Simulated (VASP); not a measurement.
# Sr2BrNO2 (R-3m) in VASP: single point with r2SCAN

Aim: the single point of Sr2BrNO2 with r2SCAN.

All numbers are computed with VASP 6.6.1; they aren't measurements. Logs are shortened: lines on timing, memory, paths and dates and some standing lists are left out, and cuts for length are marked.

### 1 The cell of the first run

It takes space group R-3m (No. 166, trigonal). Conventional cell: a = 3.959 Å, b = 3.959 Å, c = 28.057 Å, α = 90.00°, β = 90.00°, γ = 120.00°. Within 3.4 Å of Sr (site symmetry 3m) lie 3 O at 2.37 Å and 3 Br at 3.20 Å and 3 N at 3.34 Å. Within 2.4 Å of N (site symmetry -3m) lie 2 O at 1.80 Å. Within 4.2 Å of Br (site symmetry -3m) lie 6 Sr at 3.20 Å and 6 O at 3.68 Å and 6 Br at 3.96 Å. Within 2.4 Å of O (site symmetry 3m) lie 1 N at 1.80 Å and 3 Sr at 2.37 Å.

### 2 Single point, r2SCAN

Input file POSCAR:

```
Sr2BrNO2
1.0
    1.9796990000      3.4289370000      0.0000000000
   -1.9796990000      3.4289370000      0.0000000000
   -1.9796990000      1.1429760000      9.3522210000
Sr N Br O
2 1 1 2
Direct
    0.7467000000      0.5066000000      0.2401000000
    0.2533000000      0.4934000000      0.7599000000
    0.5000000000      0.0000000000      0.5000000000
    0.0000000000      0.0000000000      0.0000000000
    0.4360000000      0.1280000000      0.3080000000
    0.5640000000      0.8720000000      0.6920000000
```

Input file INCAR.step1:

```
SYSTEM = Sr2BrNO2
PREC = Accurate ; ENCUT = 520
ISMEAR = -1 ; SIGMA = 0.0115
LREAL = .False. ; LASPH = .True.
NELM = 100 ; NBANDS = 31
GGA = PE ; ALGO = Normal
EDIFF = 1E-4 ; LWAVE = .True.
LCHARG = .False.
```

Input file INCAR.step2:

```
SYSTEM = Sr2BrNO2
PREC = Accurate ; ENCUT = 520
EDIFF = 1E-7 ; ISMEAR = -1
SIGMA = 0.0115 ; LREAL = .False.
LASPH = .True. ; NELM = 100
ALGO = Normal ; ISIF = 2
LWAVE = .False. ; LCHARG = .False.
METAGGA = R2SCAN ; LMIXTAU = .True.
NBANDS = 31 ; ISTART = 1
```

Input file KPOINTS:

```
regular mesh
0
Gamma
  8 8 8
  0 0 0
```

Potentials or basis: VASP PAW PBE potentials, release 64 (Sr_sv, N, Br, O).

On the command line:

```console
$ cat potpaw_PBE.64/Sr_sv/POTCAR potpaw_PBE.64/N/POTCAR potpaw_PBE.64/Br/POTCAR potpaw_PBE.64/O/POTCAR > POTCAR
$ cp INCAR.step1 INCAR
$ mpirun -np 1 vasp_std > vasp.out
$ cp INCAR.step2 INCAR
$ mpirun -np 1 vasp_std > vasp.out
```

OUTCAR:

```text
SYSTEM = Sr2BrNO2
   PREC = Accurate
   ENCUT = 520
   EDIFF = 1E-7
   ISMEAR = -1
   LREAL = .False.
   LASPH = .True.
   NELM = 100
   ISIF = 2
   METAGGA = R2SCAN
   ISTART = 1

 ion  position               nearest neighbor table
   1  0.747  0.507  0.240-   5 2.37   5 2.37   5 2.37   4 3.20   4 3.20   4 3.20   3 3.34   3 3.34
                             3 3.34   2 5.04   2 5.04   2 5.04
   2  0.253  0.493  0.760-   6 2.37   6 2.37   6 2.37   4 3.20   4 3.20   4 3.20   3 3.34   3 3.34
                             3 3.34   1 5.04   1 5.04   1 5.04
   3  0.500  0.000  0.500-   5 1.80   6 1.80   2 3.34   2 3.34   1 3.34   1 3.34   2 3.34   1 3.34

   4  0.000  0.000  0.000-   1 3.20   2 3.20   1 3.20   1 3.20   2 3.20   2 3.20
   5  0.436  0.128  0.308-   3 1.80   1 2.37   1 2.37   1 2.37
   6  0.564  0.872  0.692-   3 1.80   2 2.37   2 2.37   2 2.37

  LATTYP: Found a trigonal (rhomboedric) cell.
 ALAT       =     9.6275458919
 COS(alpha) =     0.9154337392

  Lattice vectors:

 A1 = (   1.9796990000,   1.1429760000,   9.3522210000)
 A2 = (  -1.9796990000,   1.1429760000,   9.3522210000)
 A3 = (   0.0000000000,  -2.2859610000,   9.3522210000)

Analysis of symmetry for initial positions (statically):
=====================================================================
 Subroutine PRICEL returns:
 Original cell was already a primitive cell.

 Routine SETGRP: Setting up the symmetry group for a
 trigonal (rhombohedral) supercell.

 Subroutine GETGRP returns: Found 12 space group operations
 (whereof 12 operations were pure point group operations)
 out of a pool of 12 trial point group operations.

The static configuration has the point symmetry D_3d.

Analysis of symmetry for dynamics (positions and initial velocities):
=====================================================================
 Subroutine PRICEL returns:
 Original cell was already a primitive cell.

 Routine SETGRP: Setting up the symmetry group for a
 trigonal (rhombohedral) supercell.

 Subroutine GETGRP returns: Found 12 space group operations
 (whereof 12 operations were pure point group operations)
 out of a pool of 12 trial point group operations.

The dynamic configuration has the point symmetry D_3d.

 Subroutine INISYM returns: Found 12 space group operations
 (whereof 12 operations are pure point group operations),
 and found     1 'primitive' translations

----------------------------------------------------------------------------------------

                                     Primitive cell

  volume of cell :     126.9707

  direct lattice vectors                    reciprocal lattice vectors
     1.979699000  3.428937000  0.000000000     0.252563647  0.145817786  0.035642204
    -1.979699000  3.428937000  0.000000000    -0.252563647  0.145817786 -0.071284268
    -1.979699000  1.142976000  9.352221000     0.000000000  0.000000000  0.106926472

  length of vectors
     3.959396050  3.959396050  9.627545892     0.293805359  0.300221034  0.106926472

  position of ions in fractional coordinates (direct lattice)
     0.746700000  0.506600000  0.240100000
     0.253300000  0.493400000  0.759900000
     0.500000000  0.000000000  0.500000000
     0.000000000  0.000000000  0.000000000
     0.436000000  0.128000000  0.308000000
     0.564000000  0.872000000  0.692000000

  ion indices of the primitive-cell ions
   primitive index   ion index
                 1           1
                 2           2
                 3           3
                 4           4
                 5           5
                 6           6

----------------------------------------------------------------------------------------

 KPOINTS: regular mesh

Automatic generation of k-mesh.
 Grid dimensions read from file:
 generate k-points for:    8    8    8

 Generating k-lattice:

  Cartesian coordinates                     Fractional coordinates (reciprocal lattice)
     0.031570456  0.018227223  0.004455276     0.125000000  0.000000000  0.000000000
    -0.031570456  0.018227223 -0.008910534     0.000000000  0.125000000  0.000000000
     0.000000000  0.000000000  0.013365809     0.000000000  0.000000000  0.125000000

  Length of vectors
     0.036725670  0.037527629  0.013365809

  Shift w.r.t. Gamma in fractional coordinates (k-lattice)
     0.000000000  0.000000000  0.000000000

 Subroutine IBZKPT returns following result:
 ===========================================

 Found     65 irreducible k-points:

 Following reciprocal coordinates:
            Coordinates               Weight
  0.000000  0.000000  0.000000      1.000000
  0.125000  0.000000 -0.000000      6.000000
  0.250000  0.000000 -0.000000      6.000000
  0.375000  0.000000  0.000000      6.000000
  0.500000  0.000000 -0.000000      3.000000
  0.000000  0.125000  0.000000      6.000000
[... 16 lines left out ...]
  0.125000  0.000000  0.125000      6.000000
  0.250000  0.000000  0.125000      6.000000
 [... further k-points ...]
   k-points           NKPTS =     65   k-points in BZ     NKDIM =     65   number of bands    NBANDS=     31
   number of dos      NEDOS =    301   number of ions     NIONS =      6
   total plane-waves  NPLWV =  64800
   dimension x,y,z NGX =    30 NGY =   30 NGZ =   72
   dimension x,y,z NGXF=    60 NGYF=   60 NGZF=  144
   ions per type =               2   1   1   2
   NGX,Y,Z   is equivalent  to a cutoff of  12.60, 12.60, 12.43 a.u.
   NGXF,Y,Z  is equivalent  to a cutoff of  25.19, 25.19, 24.87 a.u.
 SYSTEM =  Sr2BrNO2
   PREC   = accura    normal or accurate (medium, high low for compatibility)
   ISTART =      1    job   : 0-new  1-cont  2-samecut
   ICHARG =      0    charge: 1-file 2-atom 10-const
   ISPIN  =      1    spin polarized calculation?
   LNONCOLLINEAR =      F non collinear calculations
   LSORBIT =      F    spin-orbit coupling
   LASPH  =      T    aspherical Exc in radial PAW
   ENCUT  =  520.0 eV  38.22 Ry    6.18 a.u.   7.36  7.36 17.90*2*pi/ulx,y,z
   NELM   =    100;   NELMIN=  2; NELMDL=  0     # of ELM steps
   EDIFF  = 0.1E-06   stopping-criterion for ELM
   LREAL  =      F    real-space projection
   EDIFFG = 0.1E-05   stopping-criterion for IOM
   NSW    =      0    number of steps for IOM
   IBRION =     -1    ionic relax: 0-MD 1-quasi-New 2-CG
   NFREE  =      0    steps in history (QN), initial steepest desc. (CG)
   ISIF   =      2    stress and relaxation
   ISYM   =      2    0-nonsym 1-usesym 2-fastsym
   POTIM  = 0.5000    time-step for ionic-motion
   TEBEG  =    0.0;   TEEND  =   0.0 temperature during run
   PSTRESS=    0.0 pullay stress
   NELECT =      44.0000    total number of electrons
   NUPDOWN=      -1.0000    fix difference up-down
   EMIN   =  10.00;   EMAX   =-10.00  energy-range for DOS
   EFERMI =   0.00;   METHOD = LEGACY
   ISMEAR =    -1;   SIGMA  =   0.01  broadening in eV -4-tet -1-fermi 0-gaus
   EFERMI_NEDOS =   21; number of points for ismear=-14 and -15
   IALGO  =     38    algorithm
   IMIX   =      4    mixing-type and parameters
     AMIX     =   0.40;   BMIX     =  1.00
     AMIX_MAG =   1.60;   BMIX_MAG =  1.00
  volume/ion in A,a.u.               =      21.16       142.81
  Fermi-wavevector in a.u.,A,eV,Ry     =   1.149894  2.172985 17.990397  1.322257
  Thomas-Fermi vector in A             =   2.286561
   LORBIT       =      0    0 simple, 1 ext, 2 COOP (PROOUT), +10 PAW based schemes
   METAGGA = R2SCAN    functional components
   LHFCALC =     F    Hartree Fock is set to
   AEXX    =    0.0000 exact exchange contribution
   IVDW    =     0    specifies the selected vdW correction
   LEPSILON=     F    determine dielectric tensor
   LRPA    =     F    only Hartree local field effects (RPA)
 non-spin polarized calculation
  energy-cutoff  :      520.00
  volume of cell :      126.97
 maximum number of plane-waves:      3473
 NGX is ok and might be reduce to    30
   NGX = 15   NGY = 15   NGZ = 35

 number of electron      43.9999994 magnetization

 Free energy of the ion-electron system (eV)
  ---------------------------------------------------
  ext. energy  EPLUGINS =         0.00000000
  ---------------------------------------------------
  free energy    TOTEN  =       -71.56225008 eV

  energy without entropy =      -71.55947440  energy(sigma->0) =      -71.56086224

 E-fermi :   1.5553     XC(G=0):  -9.2926

 val. band max:        1.5506444397   @ k =   0.1250   0.0000  -0.0000
 cond. band min:       1.5596505365   @ k =  -0.3750   0.2500   0.0000
 fundamental gap:      0.0090060968
 Fermi energy:         1.5553312811

 k-point     1 :       0.0000    0.0000    0.0000
  band No.  band energies     occupation
      1     -33.5281      2.00000
      2     -33.5263      2.00000
      3     -17.3392      2.00000
      4     -16.8612      2.00000
      5     -15.4231      2.00000
      6     -14.8260      2.00000
[... 23 lines left out ...]
     30       7.8005      0.00000
     31       8.6629      0.00000

 k-point     2 :       0.1250    0.0000   -0.0000
  band No.  band energies     occupation
      1     -33.5214      2.00000
      2     -33.5198      2.00000
      3     -17.4216      2.00000
      4     -16.9851      2.00000
      5     -15.4794      2.00000
      6     -15.0047      2.00000
[... 23 lines left out ...]
     30       7.9963      0.00000
     31       8.3658      0.00000

 k-point     3 :       0.2500    0.0000   -0.0000
  band No.  band energies     occupation
      1     -33.5053      2.00000
      2     -33.5041      2.00000
      3     -17.6195      2.00000
      4     -17.2574      2.00000
      5     -15.4448      2.00000
      6     -15.0635      2.00000
[... 703 lines left out ...]
     30       8.0850      0.00000
     31       8.3531      0.00000

 k-point    24 :       0.2500    0.0000    0.1250
  band No.  band energies     occupation
      1     -33.5052      2.00000
      2     -33.5041      2.00000
      3     -17.6194      2.00000
      4     -17.2576      2.00000
      5     -15.4399      2.00000
      6     -15.0683      2.00000
[... 23 lines left out ...]
     30       8.1170      0.00000
     31       8.4450      0.00000

 [... further k-points ...]

------------------------ aborting loop because EDIFF is reached ----------------------------------------

  FORCE on cell =-STRESS in cart. coord.  units (eV):
  Direction    XX          YY          ZZ          XY          YZ          ZX
  --------------------------------------------------------------------------------------
  -------------------------------------------------------------------------------------
  Total        2.3880572      2.3880540     -1.3406692     -0.0000000      0.0000004     -0.0000000
  in kB       30.1336592     30.1336196    -16.9172120     -0.0000000      0.0000054     -0.0000000
  external PRESSURE =      14.4500223 kB  Pullay stress =       0.0000000 kB

 VOLUME and BASIS-vectors are now :
 -----------------------------------------------------------------------------
  energy-cutoff  :      520.00
  volume of cell :      126.97
      direct lattice vectors                 reciprocal lattice vectors
     1.979699000  3.428937000  0.000000000     0.252563647  0.145817786  0.035642204
    -1.979699000  3.428937000  0.000000000    -0.252563647  0.145817786 -0.071284268
    -1.979699000  1.142976000  9.352221000     0.000000000  0.000000000  0.106926472

 POSITION                                       TOTAL-FORCE (eV/Angst)
 -----------------------------------------------------------------------------------
      0.00000      4.57192      2.24547        -0.000000     -0.000000      0.699891
     -1.97970      3.42893      7.10675        -0.000000      0.000000     -0.699891
      0.00000      2.28596      4.67611         0.000000     -0.000000      0.000000
      0.00000      0.00000      0.00000         0.000000     -0.000000      0.000000
      0.00000      2.28596      2.88048         0.000000      0.000000     -0.016844
     -1.97970      5.71489      6.47174         0.000000     -0.000000      0.016844
 -----------------------------------------------------------------------------------
    total drift:                                0.000000      0.000000     -0.000000

  FREE ENERGIE OF THE ION-ELECTRON SYSTEM (eV)
  ---------------------------------------------------
  free  energy   TOTEN  =       -71.5622500792 eV

  energy  without entropy=      -71.5594744017  energy(sigma->0) =      -71.56086224
```

Run time: 14 min. Hardware: 1 thread of Intel Xeon Platinum 8488C (Sapphire Rapids), shared host; peak memory 0.44 GiB.

Results:

| Quantity | Value |
| --- | --- |
| Free energy | -71.5623 eV |
| Pressure | 1.4 GPa |
| Largest force | 0.700 eV/Å |
| Band gap on the k mesh | zero (bands 22 and 23 overlap by 0.11 eV) |

Forces in eV/Å, atoms in the order of the input:
```
Sr   0.000  0.000  0.700
Sr   0.000  0.000 -0.700
N    0.000  0.000  0.000
Br   0.000  0.000  0.000
O    0.000  0.000 -0.017
O    0.000  0.000  0.017
```

Stress tensor (GPa, compression positive):
```
 3.01  0.00  0.00
 0.00  3.01  0.00
 0.00  0.00 -1.69
```

Caveat: the PAW data sets were made with another functional, which shifts forces and pressure a little.
